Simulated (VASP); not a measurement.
Runs of VASP 6.6.1 on Si. The structure is that of space group Immm (No. 71), or close to it. The cells are those of the table. 

```csv
cell,gap on the mesh (eV),pressure (GPa),largest force (eV/Å)
"a = 5.129 Å, angles 113.1, 83.6, 136.0°, 4 atoms",none,(b),5.15
"a = 5.118 Å, angles 85.4, 111.3, 135.9°, 4 atoms",none,6.5,4.09
"a = 5.093 Å, angles 105.7, 90.8, 135.6°, 4 atoms",none,0.8,(c)
"a = 5.084 Å, angles 94.5, 102.0, 135.6°, 4 atoms",0.05,(a),0.82
"a = 5.087 Å, angles 92.7, 103.8, 135.6°, 4 atoms",none,-0.4,1.29
"a = 5.100 Å, angles 89.0, 107.5, 135.7°, 4 atoms",none,2.3,2.47
"a = 5.108 Å, angles 87.2, 109.4, 135.8°, 4 atoms",none,4.3,3.22
```

Alike in all rows: task single point; level LDA; potentials or basis VASP PAW LDA potentials, release 64 (Si); no spin polarisation; k mesh 10 × 10 × 10; cutoff (eV) 520; smearing gaussian 0.03 eV.

**Question.** Fill in the values left out.

**Answer.** (a) -1.2; (b) 9.2; (c) 1.84.

Caveats: forces of over 1 eV/Å act on the atoms, so gaps and moduli don't describe the material at rest (some runs).

A k mesh can miss the band edges.

A gap of «none» marks levels without a gap at the run's occupations.
